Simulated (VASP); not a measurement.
# Rb2TeP2 (Pmmm) in VASP: notebook, part 2 of 2

VASP 6.6.1. Earlier steps stand in the parts before.

## Step 4: Single point, PBE

This run uses another cell than the first one, of 43.84 Å³/atom.

Input file INCAR:

```
SYSTEM = Rb2TeP2
ALGO = Normal
EDIFF = 1E-6
ENCUT = 520
GGA = PE
ISIF = 2
ISMEAR = 0
LASPH = .True.
LCHARG = .True.
LELF = .True.
LREAL = .False.
LVHAR = .True.
LWAVE = .False.
NBANDS = 25
NELM = 60
PREC = Accurate
SIGMA = 0.1
```

Input file KPOINTS:

```
k-points
0
Gamma
  10 8 4
  0 0 0
```

Input file POSCAR:

```
Rb2TeP2
1.0
    4.3062295399      0.0000000000      0.0000000000
    0.0000000000      5.0347994574      0.0000000000
    0.0000000000      0.0000000000     10.1099112196
Rb Te P
2 1 2
Direct
    0.0000000000      0.5000000000      0.2509502347
    0.0000000000      0.5000000000      0.7490497653
    0.0000000000      0.0000000000      0.5000000000
    0.7494710375      0.0000000000      0.0000000000
    0.2505289625      0.0000000000      0.0000000000
```

Potentials or basis: VASP PAW PBE potentials, release 64 (Rb_sv, Te, P).

The run is started by

```console
> cat potpaw_PBE.64/Rb_sv/POTCAR potpaw_PBE.64/Te/POTCAR potpaw_PBE.64/P/POTCAR > POTCAR
> mpirun -np 1 vasp_std > vasp.out
```

OUTCAR:

```text
SYSTEM = Rb2TeP2
   EDIFF = 1E-6
   ENCUT = 520
   GGA = PE
   ISIF = 2
   ISMEAR = 0
   LASPH = .True.
   LREAL = .False.
   NELM = 60
   PREC = Accurate

 ion  position               nearest neighbor table
   1  0.000  0.500  0.251-   3 3.56   3 3.56   5 3.73   4 3.73   4 3.73   5 3.73   2 5.04   2 5.07

   2  0.000  0.500  0.749-   3 3.56   3 3.56   5 3.73   4 3.73   4 3.73   5 3.73   1 5.04   1 5.07

   3  0.000  0.000  0.500-   1 3.56   2 3.56   1 3.56   2 3.56
   4  0.749  0.000  0.000-   5 2.15   5 2.16   2 3.73   1 3.73   1 3.73   2 3.73
   5  0.251  0.000  0.000-   4 2.15   4 2.16   1 3.73   1 3.73   2 3.73   2 3.73

  LATTYP: Found a simple orthorhombic cell.
 ALAT       =     4.3062295399
 B/A-ratio  =     1.1691897542
 C/A-ratio  =     2.3477409009

  Lattice vectors:

 A1 = (   4.3062295399,   0.0000000000,   0.0000000000)
 A2 = (   0.0000000000,   5.0347994574,   0.0000000000)
 A3 = (   0.0000000000,   0.0000000000,  10.1099112196)

Analysis of symmetry for initial positions (statically):
=====================================================================
 Subroutine PRICEL returns:
 Original cell was already a primitive cell.

 Routine SETGRP: Setting up the symmetry group for a
 simple orthorhombic supercell.

 Subroutine GETGRP returns: Found  8 space group operations
 (whereof  8 operations were pure point group operations)
 out of a pool of  8 trial point group operations.

The static configuration has the point symmetry D_2h.

Analysis of symmetry for dynamics (positions and initial velocities):
=====================================================================
 Subroutine PRICEL returns:
 Original cell was already a primitive cell.

 Routine SETGRP: Setting up the symmetry group for a
 simple orthorhombic supercell.

 Subroutine GETGRP returns: Found  8 space group operations
 (whereof  8 operations were pure point group operations)
 out of a pool of  8 trial point group operations.

The dynamic configuration has the point symmetry D_2h.

 Subroutine INISYM returns: Found  8 space group operations
 (whereof  8 operations are pure point group operations),
 and found     1 'primitive' translations

----------------------------------------------------------------------------------------

                                     Primitive cell

  volume of cell :     219.1930

  direct lattice vectors                    reciprocal lattice vectors
     4.306229540  0.000000000  0.000000000     0.232221713  0.000000000  0.000000000
     0.000000000  5.034799457  0.000000000     0.000000000  0.198617643  0.000000000
     0.000000000  0.000000000 10.109911220     0.000000000  0.000000000  0.098912837

  length of vectors
     4.306229540  5.034799457 10.109911220     0.232221713  0.198617643  0.098912837

  position of ions in fractional coordinates (direct lattice)
     0.000000000  0.500000000  0.250950235
     0.000000000  0.500000000  0.749049765
     0.000000000  0.000000000  0.500000000
     0.749471038  0.000000000  0.000000000
     0.250528962  0.000000000  0.000000000

  ion indices of the primitive-cell ions
   primitive index   ion index
                 1           1
                 2           2
                 3           3
                 4           4
                 5           5

----------------------------------------------------------------------------------------

 KPOINTS: k-points

Automatic generation of k-mesh.
 Grid dimensions read from file:
 generate k-points for:   10    8    4

 Generating k-lattice:

  Cartesian coordinates                     Fractional coordinates (reciprocal lattice)
     0.023222171  0.000000000  0.000000000     0.100000000  0.000000000  0.000000000
     0.000000000  0.024827205  0.000000000     0.000000000  0.125000000  0.000000000
     0.000000000  0.000000000  0.024728209     0.000000000  0.000000000  0.250000000

  Length of vectors
     0.023222171  0.024827205  0.024728209

  Shift w.r.t. Gamma in fractional coordinates (k-lattice)
     0.000000000  0.000000000  0.000000000

 Subroutine IBZKPT returns following result:
 ===========================================

 Found     90 irreducible k-points:

 Following reciprocal coordinates:
            Coordinates               Weight
  0.000000  0.000000  0.000000      1.000000
  0.100000  0.000000  0.000000      2.000000
  0.200000  0.000000  0.000000      2.000000
  0.300000  0.000000  0.000000      2.000000
  0.400000  0.000000  0.000000      2.000000
  0.500000  0.000000  0.000000      1.000000
[... 16 lines left out ...]
  0.400000  0.375000  0.000000      4.000000
  0.500000  0.375000  0.000000      2.000000
 [... further k-points ...]
   k-points           NKPTS =     90   k-points in BZ     NKDIM =     90   number of bands    NBANDS=     25
   number of dos      NEDOS =    301   number of ions     NIONS =      5
   total plane-waves  NPLWV = 102400
   dimension x,y,z NGX =    32 NGY =   40 NGZ =   80
   dimension x,y,z NGXF=    64 NGYF=   80 NGZF=  160
   ions per type =               2   1   2
   NGX,Y,Z   is equivalent  to a cutoff of  12.35, 13.21, 13.16 a.u.
   NGXF,Y,Z  is equivalent  to a cutoff of  24.71, 26.42, 26.31 a.u.
 SYSTEM =  Rb2TeP2
   PREC   = accura    normal or accurate (medium, high low for compatibility)
   ISTART =      0    job   : 0-new  1-cont  2-samecut
   ICHARG =      2    charge: 1-file 2-atom 10-const
   ISPIN  =      1    spin polarized calculation?
   LNONCOLLINEAR =      F non collinear calculations
   LSORBIT =      F    spin-orbit coupling
   LASPH  =      T    aspherical Exc in radial PAW
   ENCUT  =  520.0 eV  38.22 Ry    6.18 a.u.   8.01  9.36 18.80*2*pi/ulx,y,z
   NELM   =     60;   NELMIN=  2; NELMDL= -5     # of ELM steps
   EDIFF  = 0.1E-05   stopping-criterion for ELM
   LREAL  =      F    real-space projection
   EDIFFG = 0.1E-04   stopping-criterion for IOM
   NSW    =      0    number of steps for IOM
   IBRION =     -1    ionic relax: 0-MD 1-quasi-New 2-CG
   NFREE  =      0    steps in history (QN), initial steepest desc. (CG)
   ISIF   =      2    stress and relaxation
   ISYM   =      2    0-nonsym 1-usesym 2-fastsym
   POTIM  = 0.5000    time-step for ionic-motion
   TEBEG  =    0.0;   TEEND  =   0.0 temperature during run
   PSTRESS=    0.0 pullay stress
   NELECT =      34.0000    total number of electrons
   NUPDOWN=      -1.0000    fix difference up-down
   EMIN   =  10.00;   EMAX   =-10.00  energy-range for DOS
   EFERMI =   0.00;   METHOD = LEGACY
   ISMEAR =     0;   SIGMA  =   0.10  broadening in eV -4-tet -1-fermi 0-gaus
   EFERMI_NEDOS =   21; number of points for ismear=-14 and -15
   IALGO  =     38    algorithm
   IMIX   =      4    mixing-type and parameters
     AMIX     =   0.40;   BMIX     =  1.00
     AMIX_MAG =   1.60;   BMIX_MAG =  1.00
  volume/ion in A,a.u.               =      43.84       295.84
  Fermi-wavevector in a.u.,A,eV,Ry     =   0.879614  1.662230 10.527116  0.773721
  Thomas-Fermi vector in A             =   1.999862
   LORBIT       =      0    0 simple, 1 ext, 2 COOP (PROOUT), +10 PAW based schemes
   GGA     = PE    functional components
   LHFCALC =     F    Hartree Fock is set to
   AEXX    =    0.0000 exact exchange contribution
   IVDW    =     0    specifies the selected vdW correction
   LEPSILON=     F    determine dielectric tensor
   LRPA    =     F    only Hartree local field effects (RPA)
 non-spin polarized calculation
 Gauss-broadening in eV      SIGMA  =   0.10
  energy-cutoff  :      520.00
  volume of cell :      219.19
 maximum number of plane-waves:      5944
   NGX = 17   NGY = 19   NGZ = 37

 number of electron      33.9999999 magnetization

 Free energy of the ion-electron system (eV)
  ---------------------------------------------------
  ext. energy  EPLUGINS =         0.00000000
  ---------------------------------------------------
  free energy    TOTEN  =       -16.64230746 eV

  energy without entropy =      -16.62351483  energy(sigma->0) =      -16.63291114

 E-fermi :   0.7273     XC(G=0):  -6.9735

 val. band max:        0.7054270989   @ k =   0.2000   0.5000   0.0000
 cond. band min:       0.7740474095   @ k =   0.4000   0.0000   0.5000
 fundamental gap:      0.0686203107
 Fermi energy:         0.7273283711

 k-point     1 :       0.0000    0.0000    0.0000
  band No.  band energies     occupation
      1     -26.1977      2.00000
      2     -26.1961      2.00000
      3     -12.1335      2.00000
      4     -10.3279      2.00000
      5     -10.3146      2.00000
      6     -10.3086      2.00000
[... 661 lines left out ...]
     24       5.8292      0.00000
     25       6.3639      0.00000

 [... further k-points ...]
[... 5 lines left out ...]
  --------------------------------------------------------------------------------------
  -------------------------------------------------------------------------------------
  Total       -0.0864695      0.0124446      0.0406595     -0.0000000      0.0000000      0.0000000
  in kB       -0.6320431      0.0909630      0.2971981     -0.0000000      0.0000000      0.0000000
  external PRESSURE =      -0.0812940 kB  Pullay stress =       0.0000000 kB

 VOLUME and BASIS-vectors are now :
 -----------------------------------------------------------------------------
  energy-cutoff  :      520.00
  volume of cell :      219.19
      direct lattice vectors                 reciprocal lattice vectors
     4.306229540  0.000000000  0.000000000     0.232221713  0.000000000  0.000000000
     0.000000000  5.034799457  0.000000000     0.000000000  0.198617643  0.000000000
     0.000000000  0.000000000 10.109911220     0.000000000  0.000000000  0.098912837

 POSITION                                       TOTAL-FORCE (eV/Angst)
 -----------------------------------------------------------------------------------
      0.00000      2.51740      2.53708        -0.000000     -0.000000     -0.004358
      0.00000      2.51740      7.57283        -0.000000     -0.000000      0.004358
      0.00000      0.00000      5.05496        -0.000000     -0.000000      0.000000
      3.22739      0.00000      0.00000         0.005952     -0.000000      0.000000
      1.07884      0.00000      0.00000        -0.005952      0.000000      0.000000
 -----------------------------------------------------------------------------------
    total drift:                               -0.000000     -0.000000      0.000000

  FREE ENERGIE OF THE ION-ELECTRON SYSTEM (eV)
  ---------------------------------------------------
  free  energy   TOTEN  =       -16.6423074589 eV

  energy  without entropy=      -16.6235148259  energy(sigma->0) =      -16.63291114
```

Run time: 6.3 min. Hardware: 1 thread of Intel Xeon 6975P-C (Granite Rapids), shared host; peak memory 0.63 GiB.

What came out:

```yaml
Free_energy: -16.6423 eV
Pressure: 0.0 GPa
Largest_force: 0.006 eV/Å
Band_gap_on_the_k_mesh: zero (bands 17 and 18 overlap by 1.11 eV)
```

Forces on the atoms (eV/Å):
```
Rb   0.000  0.000 -0.004
Rb   0.000  0.000  0.004
Te   0.000  0.000  0.000
P    0.006  0.000  0.000
P   -0.006  0.000  0.000
```

Levels at points of the mesh, in eV from the Fermi level:
```csv
k point,band 14,band 15,band 16,band 17,band 18,band 19,band 20,band 21
"(0.00, 0.00, 0.00)",-3.07,-0.72,-0.22,0.75,1.70,2.44,2.61,3.08
"(0.50, 0.00, 0.00)",-1.36,-1.31,-1.28,-0.21,0.10,2.42,2.62,4.20
"(0.00, 0.50, 0.00)",-3.25,-1.05,-0.57,0.82,2.23,2.39,2.83,3.56
"(0.50, 0.50, 0.00)",-1.55,-1.50,-1.14,-0.54,-0.20,2.67,2.88,3.71
"(0.00, 0.00, 0.50)",-3.07,-0.94,-0.23,0.75,2.25,2.44,2.61,2.76
"(0.50, 0.00, 0.50)",-1.35,-1.28,-1.26,-0.44,0.08,2.42,2.70,4.18
"(0.00, 0.50, 0.50)",-3.25,-1.10,-0.60,0.81,2.24,2.42,3.13,3.40
"(0.50, 0.50, 0.50)",-1.61,-1.50,-1.05,-0.61,-0.21,2.57,2.88,3.70
```

Caveat: spin-orbit coupling is left out, which moves the levels of the heavy elements.

## Step 5: Summary

```csv
cell,k mesh,gap on the mesh (eV),pressure (GPa),largest force (eV/Å)
"a = 4.001, b = 4.377, c = 8.714 Å, 5 atoms, atomic positions A",4 × 4 × 2,none,27.6,32.55
"a = 4.329, b = 5.005, c = 10.016 Å, 5 atoms, atomic positions B",4 × 4 × 2,none,0.3,-
"a = 4.306, b = 5.035, c = 10.110 Å, 5 atoms, atomic positions C",10 × 8 × 4,none,0.0,0.01
```

Alike in all rows: task single point; level PBE; potentials or basis VASP PAW PBE potentials, release 64 (Rb_sv, Te, P); no spin polarisation; cutoff (eV) 520; smearing gaussian 0.1 eV.

Caveats: some runs use coarse meshes; spin-orbit coupling is left out, which moves the levels of the heavy elements; forces of over 1 eV/Å act on the atoms, so gaps and moduli don't describe the material at rest (at least some runs).

Absolute energies hang on the potentials; compare differences alone.
